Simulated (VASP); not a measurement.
# SiPdRu5 (F-43m) in VASP: notebook, part 2 of 3

VASP 6.6.1. The steps go on from the part before.

## Step 3: Single point, PBE

This run uses another cell than the first one, of 22.89 Å³/atom, 1.014 times its volume.

INCAR reads:

```
PREC     = Accurate       # precision mode
ENCUT    = 520            # plane-wave cutoff, eV
EDIFF    = 1E-7           # SCF threshold, eV
ISMEAR   = 0              # smearing method
SIGMA    = 0.2            # smearing width, eV
LREAL    = False          # projectors in reciprocal space
LASPH    = True           # aspherical terms in the spheres
NELM     = 60             # most SCF steps
ALGO     = Normal         # electronic algorithm
ISIF     = 2              # what is computed and relaxed
LWAVE    = False          # write WAVECAR
LCHARG   = True           # write CHGCAR
GGA      = PE             # functional
LELF     = True           # ELF
LVHAR    = True         
NBANDS   = 51             # bands
```

KPOINTS reads:

```
regular mesh
0
Gamma
  4 4 4
```

POSCAR reads:

```
SiPdRu5
1.0
    0.0000000000      4.3108035695      4.3108035695
    4.3108035695      0.0000000000      4.3108035695
    4.3108035695      4.3108035695      0.0000000000
Si Ru Pd
1 5 1
Direct
    0.7500000000      0.7500000000      0.7500000000
    0.0972318002      0.0972318002      0.0972318002
    0.0972318002      0.0972318002      0.7083045995
    0.0972318002      0.7083045995      0.0972318002
    0.7083045995      0.0972318002      0.0972318002
    0.5000000000      0.5000000000      0.5000000000
    0.2500000000      0.2500000000      0.2500000000
```

Potentials or basis: VASP PAW PBE potentials, release 64 (Si, Ru_pv, Pd).

On the command line:

```console
cat potpaw_PBE.64/Si/POTCAR potpaw_PBE.64/Ru_pv/POTCAR potpaw_PBE.64/Pd/POTCAR > POTCAR
mpirun -np 1 vasp_std > vasp.out
```

Run time: 60 s. Hardware: 1 thread of Intel Xeon 6975P-C (Granite Rapids), shared host; peak memory 0.34 GiB.

The run converged. Its results:

```
Free energy            : -40.4056 eV
Pressure               : 0.1 GPa
Largest force          : 0.127 eV/Å
Band gap on the k mesh : zero (band 42 reaches 5.61 eV, above the bottom of band 43 at 5.42 eV)
```

Forces on the atoms (eV/Å):
```
Si   0.000  0.000  0.000
Ru   0.073  0.073  0.073
Ru  -0.073 -0.073  0.073
Ru  -0.073  0.073 -0.073
Ru   0.073 -0.073 -0.073
Ru   0.000  0.000  0.000
Pd   0.000  0.000  0.000
```

Levels at points of the mesh, in eV from the Fermi level:
| k point | band 39 | band 40 | band 41 | band 42 | band 43 | band 44 | band 45 | band 46 |
| --- | --- | --- | --- | --- | --- | --- | --- | --- |
| (0.00, 0.00, 0.00) | -0.23 | -0.22 | -0.22 | -0.22 | 0.40 | 0.40 | 1.08 | 1.08 |
| (0.50, 0.00, 0.00) | -0.46 | -0.44 | -0.25 | -0.18 | -0.18 | 0.39 | 0.39 | 0.80 |
| (0.50, 0.50, 0.00) | -0.78 | -0.22 | -0.13 | -0.13 | 0.03 | 0.11 | 0.18 | 0.18 |

## Step 4: Relaxation of cell and atoms, PBE

This run uses another cell than the first one, of 14.19 Å³/atom, 0.629 times its volume.

INCAR reads:

```
PREC = Accurate
ENCUT = 600
EDIFF = 1E-6
ISMEAR = 0
SIGMA = 0.2
LREAL = False
LASPH = True
NELM = 60
ALGO = Normal
ISIF = 3
LWAVE = False
LCHARG = False
GGA = PE
IBRION = 2
NSW = 36
EDIFFG = -0.08
```

KPOINTS reads:

```
Automatic mesh
0
Gamma
  4 4 4
```

POSCAR reads:

```
SiPdRu5
1.0
    0.0000000000      3.6758268900      3.6758268900
    3.6758268900      0.0000000000      3.6758268900
    3.6758268900      3.6758268900      0.0000000000
Si Ru Pd
1 5 1
Direct
    0.7500000000      0.7500000000      0.7500000000
    0.1007794300      0.1007794300      0.1007794300
    0.1007794300      0.1007794300      0.6976617200
    0.1007794300      0.6976617200      0.1007794300
    0.6976617200      0.1007794300      0.1007794300
    0.5000000000      0.5000000000      0.5000000000
    0.2500000000      0.2500000000      0.2500000000
```

Potentials or basis: VASP PAW PBE potentials, release 64 (Si, Ru_pv, Pd).

On the command line:

```console
cat potpaw_PBE.64/Si/POTCAR potpaw_PBE.64/Ru_pv/POTCAR potpaw_PBE.64/Pd/POTCAR > POTCAR
mpirun -np 1 vasp_std > vasp.out
```

OUTCAR:

```text
PREC = Accurate
   ENCUT = 600
   EDIFF = 1E-6
   ISMEAR = 0
   LREAL = False
   LASPH = True
   NELM = 60
   ISIF = 3
   GGA = PE
   IBRION = 2
   NSW = 36
   EDIFFG = -0.08

 ion  position               nearest neighbor table
   1  0.750  0.750  0.750-   4 3.01   5 3.01   3 3.01   5 3.01   3 3.01   4 3.01   2 3.01   2 3.01
                             2 3.01   3 3.01   4 3.01   5 3.01   6 3.18   6 3.18   6 3.18   6 3.18
   2  0.101  0.101  0.101-   7 1.90   4 2.10   5 2.10   3 2.10   1 3.01   1 3.01   1 3.01   5 3.10
                             3 3.10   4 3.10   6 3.12   6 3.12   6 3.12
   3  0.101  0.101  0.698-   7 1.90   4 2.10   5 2.10   2 2.10   1 3.01   1 3.01   1 3.01   4 3.10
                             5 3.10   2 3.10   6 3.12   6 3.12   6 3.12
   4  0.101  0.698  0.101-   7 1.90   3 2.10   5 2.10   2 2.10   1 3.01   1 3.01   1 3.01   5 3.10
                             3 3.10   2 3.10   6 3.12   6 3.12   6 3.12
   5  0.698  0.101  0.101-   7 1.90   3 2.10   4 2.10   2 2.10   1 3.01   1 3.01   1 3.01   4 3.10
                             3 3.10   2 3.10   6 3.12   6 3.12   6 3.12
   6  0.500  0.500  0.500-   3 3.12   4 3.12   5 3.12   2 3.12   2 3.12   2 3.12   4 3.12   4 3.12
                             5 3.12   3 3.12   3 3.12   5 3.12   1 3.18   7 3.18   7 3.18   7 3.18
   7  0.250  0.250  0.250-   2 1.90   3 1.90   4 1.90   5 1.90   6 3.18   6 3.18   6 3.18   6 3.18

  LATTYP: Found a face centered cubic cell.
 ALAT       =     7.3516537800

  Lattice vectors:

 A1 = (   0.0000000000,   3.6758268900,   3.6758268900)
 A2 = (   3.6758268900,   0.0000000000,   3.6758268900)
 A3 = (   3.6758268900,   3.6758268900,   0.0000000000)

Analysis of symmetry for initial positions (statically):
=====================================================================
 Subroutine PRICEL returns:
 Original cell was already a primitive cell.

 Routine SETGRP: Setting up the symmetry group for a
 face centered cubic supercell.

 Subroutine GETGRP returns: Found 24 space group operations
 (whereof 24 operations were pure point group operations)
 out of a pool of 48 trial point group operations.

The static configuration has the point symmetry T_d .

Analysis of symmetry for dynamics (positions and initial velocities):
=====================================================================
 Subroutine PRICEL returns:
 Original cell was already a primitive cell.

 Routine SETGRP: Setting up the symmetry group for a
 face centered cubic supercell.

 Subroutine GETGRP returns: Found 24 space group operations
 (whereof 24 operations were pure point group operations)
 out of a pool of 48 trial point group operations.

The dynamic configuration has the point symmetry T_d .

 Subroutine INISYM returns: Found 24 space group operations
 (whereof 24 operations are pure point group operations),
 and found     1 'primitive' translations

----------------------------------------------------------------------------------------

                                     Primitive cell

  volume of cell :      99.3334

  direct lattice vectors                    reciprocal lattice vectors
     0.000000000  3.675826890  3.675826890    -0.136023816  0.136023816  0.136023816
     3.675826890  0.000000000  3.675826890     0.136023816 -0.136023816  0.136023816
     3.675826890  3.675826890  0.000000000     0.136023816  0.136023816 -0.136023816

  length of vectors
     5.198404241  5.198404241  5.198404241     0.235600160  0.235600160  0.235600160

  position of ions in fractional coordinates (direct lattice)
     0.750000000  0.750000000  0.750000000
     0.100779430  0.100779430  0.100779430
     0.100779430  0.100779430  0.697661720
     0.100779430  0.697661720  0.100779430
     0.697661720  0.100779430  0.100779430
     0.500000000  0.500000000  0.500000000
     0.250000000  0.250000000  0.250000000

  ion indices of the primitive-cell ions
   primitive index   ion index
                 1           1
                 2           2
                 3           3
                 4           4
                 5           5
                 6           6
                 7           7

----------------------------------------------------------------------------------------

 KPOINTS: Automatic mesh

Automatic generation of k-mesh.
 Grid dimensions read from file:
 generate k-points for:    4    4    4

 Generating k-lattice:

  Cartesian coordinates                     Fractional coordinates (reciprocal lattice)
    -0.034005954  0.034005954  0.034005954     0.250000000  0.000000000  0.000000000
     0.034005954 -0.034005954  0.034005954     0.000000000  0.250000000  0.000000000
     0.034005954  0.034005954 -0.034005954     0.000000000  0.000000000  0.250000000

  Length of vectors
     0.058900040  0.058900040  0.058900040

  Shift w.r.t. Gamma in fractional coordinates (k-lattice)
     0.000000000  0.000000000  0.000000000

 Subroutine IBZKPT returns following result:
 ===========================================

 Found      8 irreducible k-points:

 Following reciprocal coordinates:
            Coordinates               Weight
  0.000000  0.000000  0.000000      1.000000
  0.250000  0.000000  0.000000      8.000000
  0.500000  0.000000  0.000000      4.000000
  0.250000  0.250000  0.000000      6.000000
  0.500000  0.250000  0.000000     24.000000
 -0.250000  0.250000  0.000000     12.000000
  0.500000  0.500000  0.000000      3.000000
 -0.250000  0.500000  0.250000      6.000000
   k-points           NKPTS =      8   k-points in BZ     NKDIM =      8   number of bands    NBANDS=     50
   number of dos      NEDOS =    301   number of ions     NIONS =      7
   total plane-waves  NPLWV =  74088
   dimension x,y,z NGX =    42 NGY =   42 NGZ =   42
   dimension x,y,z NGXF=    84 NGYF=   84 NGZF=   84
   ions per type =               1   5   1
   NGX,Y,Z   is equivalent  to a cutoff of  13.43, 13.43, 13.43 a.u.
   NGXF,Y,Z  is equivalent  to a cutoff of  26.86, 26.86, 26.86 a.u.
 SYSTEM =  unknown system
   PREC   = accura    normal or accurate (medium, high low for compatibility)
   ISTART =      0    job   : 0-new  1-cont  2-samecut
   ICHARG =      2    charge: 1-file 2-atom 10-const
   ISPIN  =      1    spin polarized calculation?
   LNONCOLLINEAR =      F non collinear calculations
   LSORBIT =      F    spin-orbit coupling
   LASPH  =      T    aspherical Exc in radial PAW
   ENCUT  =  600.0 eV  44.10 Ry    6.64 a.u.  10.38 10.38 10.38*2*pi/ulx,y,z
   NELM   =     60;   NELMIN=  2; NELMDL= -5     # of ELM steps
   EDIFF  = 0.1E-05   stopping-criterion for ELM
   LREAL  =      F    real-space projection
   EDIFFG = -.8E-01   stopping-criterion for IOM
   NSW    =     36    number of steps for IOM
   IBRION =      2    ionic relax: 0-MD 1-quasi-New 2-CG
   NFREE  =      1    steps in history (QN), initial steepest desc. (CG)
   ISIF   =      3    stress and relaxation
   ISYM   =      2    0-nonsym 1-usesym 2-fastsym
   POTIM  = 0.5000    time-step for ionic-motion
   TEBEG  =    0.0;   TEEND  =   0.0 temperature during run
   PSTRESS=    0.0 pullay stress
   NELECT =      84.0000    total number of electrons
   NUPDOWN=      -1.0000    fix difference up-down
   EMIN   =  10.00;   EMAX   =-10.00  energy-range for DOS
   EFERMI =   0.00;   METHOD = LEGACY
   ISMEAR =     0;   SIGMA  =   0.20  broadening in eV -4-tet -1-fermi 0-gaus
   EFERMI_NEDOS =   21; number of points for ismear=-14 and -15
   IALGO  =     38    algorithm
   IMIX   =      4    mixing-type and parameters
     AMIX     =   0.40;   BMIX     =  1.00
     AMIX_MAG =   1.60;   BMIX_MAG =  1.00
  volume/ion in A,a.u.               =      14.19        95.76
  Fermi-wavevector in a.u.,A,eV,Ry     =   1.548114  2.925511 32.608488  2.396656
  Thomas-Fermi vector in A             =   2.653110
   LORBIT       =      0    0 simple, 1 ext, 2 COOP (PROOUT), +10 PAW based schemes
   GGA     = PE    functional components
   LHFCALC =     F    Hartree Fock is set to
   AEXX    =    0.0000 exact exchange contribution
   IVDW    =     0    specifies the selected vdW correction
   LEPSILON=     F    determine dielectric tensor
   LRPA    =     F    only Hartree local field effects (RPA)
 conjugate gradient relaxation of ions
 non-spin polarized calculation
 Gauss-broadening in eV      SIGMA  =   0.20
  energy-cutoff  :      600.00
  volume of cell :       99.33
 maximum number of plane-waves:      3329
 NGX is ok and might be reduce to    42
   NGX = 21   NGY = 21   NGZ = 21

--------------------------------------- Ionic step        1  -------------------------------------------

 number of electron      84.0000017 magnetization

 Free energy of the ion-electron system (eV)
  ---------------------------------------------------
  ext. energy  EPLUGINS =         0.00000000
  ---------------------------------------------------
  free energy    TOTEN  =       -23.64705615 eV

  energy without entropy =      -23.42854410  energy(sigma->0) =      -23.53780012

 E-fermi :  12.3012     XC(G=0): -13.0794

 val. band max:       12.2648177089   @ k =   0.2500   0.2500   0.0000
 cond. band min:      12.3256415297   @ k =  -0.2500   0.5000   0.2500
 fundamental gap:      0.0608238209
 Fermi energy:        12.3012480582
[... 1611 lines left out ...]
--------------------------------------- Ionic step        9  -------------------------------------------

 number of electron      83.9999991 magnetization

 Free energy of the ion-electron system (eV)
  ---------------------------------------------------
  ext. energy  EPLUGINS =         0.00000000
  ---------------------------------------------------
  free energy    TOTEN  =       -40.36725035 eV

  energy without entropy =      -39.99673609  energy(sigma->0) =      -40.18199322

 E-fermi :   5.6505     XC(G=0): -10.5409

 val. band max:        5.6434161720   @ k =   0.5000   0.2500   0.0000
 cond. band min:       5.6700268636   @ k =   0.2500   0.2500   0.0000
 fundamental gap:      0.0266106916
 Fermi energy:         5.6505174057
[... 456 lines left out ...]
  FREE ENERGIE OF THE ION-ELECTRON SYSTEM (eV)
  ---------------------------------------------------
  free  energy   TOTEN  =       -40.3672503495 eV

  energy  without entropy=      -39.9967360888  energy(sigma->0) =      -40.18199322

 reached required accuracy - stopping structural energy minimisation
```

Run time: 6.7 min. Hardware: 1 thread of Intel Xeon 6975P-C (Granite Rapids), shared host; peak memory 0.29 GiB.

What came out:

```yaml
Free_energy: -40.3673 eV
Relaxed_volume: 22.76 Å³/atom
Relaxed_cell: a = 6.085 Å, b = 6.085 Å, c = 6.085 Å, α = 60.00°, β = 60.00°, γ = 60.00°
Space_group_after_relaxing_to_0.05_Å: F-43m (No. 216)
Energy_gained_by_relaxing: 2388.6 meV/atom
Ionic_steps: 9
Pressure_after_relaxing: 0.4 GPa
Largest_force_after_relaxing: 0.009 eV/Å
Band_gap_on_the_k_mesh: zero (band 42 reaches 5.67 eV, above the bottom of band 43 at 5.47 eV)
```

Forces in eV/Å, atoms in the order of the input:
```
Si   0.000  0.000  0.000
Ru   0.005  0.005  0.005
Ru  -0.005 -0.005  0.005
Ru  -0.005  0.005 -0.005
Ru   0.005 -0.005 -0.005
Ru   0.000  0.000  0.000
Pd   0.000  0.000  0.000
```

Step by step:
```tsv
step	energy change (eV)	largest force (eV/Å)	pressure (GPa)	volume (Å³)
1	0.0000	0.2262	136.01	99.33
2	2.2912	1.8112	-11.11	392.65
3	-15.4729	3.4899	-10.30	180.30
4	-16.0815	3.5375	-6.01	168.69
5	-16.3028	3.5417	1.08	156.16
6	-16.3070	3.5447	-0.01	157.76
7	-15.5250	7.3244	6.22	161.94
8	-16.7201	0.0862	0.40	159.39
9	-16.7202	0.0088	0.37	159.35
```

Final structure:
```yaml
crystal:
  lattice:
    - [0.00000, 4.30306, 4.30306]
    - [4.30306, 0.00000, 4.30306]
    - [4.30306, 4.30306, 0.00000]
  atoms:
    - { symbol: Si, position: [0.75000, 0.75000, 0.75000] }
    - { symbol: Ru, position: [0.09741, 0.09741, 0.09741] }
    - { symbol: Ru, position: [0.09741, 0.09741, 0.70778] }
    - { symbol: Ru, position: [0.09741, 0.70778, 0.09741] }
    - { symbol: Ru, position: [0.70778, 0.09741, 0.09741] }
    - { symbol: Ru, position: [0.50000, 0.50000, 0.50000] }
    - { symbol: Pd, position: [0.25000, 0.25000, 0.25000] }
```

Levels at points of the mesh, in eV from the Fermi level:
| k point | band 40 | band 41 | band 42 | band 43 | band 44 | band 45 |
| --- | --- | --- | --- | --- | --- | --- |
| (0.00, 0.00, 0.00) | -0.22 | -0.22 | -0.22 | 0.40 | 0.40 | 1.08 |
| (0.50, 0.00, 0.00) | -0.44 | -0.25 | -0.18 | -0.18 | 0.39 | 0.39 |
| (0.50, 0.50, 0.00) | -0.22 | -0.14 | -0.14 | 0.04 | 0.11 | 0.18 |

Caveat: the k points lie up to 0.32 Å⁻¹ apart in the final cell; the volume moved by over 15 % at a fixed basis, so the end points are rough; the relaxation stopped at a loose force limit of 0.08 eV/Å, so its end isn't a converged minimum.

(Continued in part 3 of 3.)
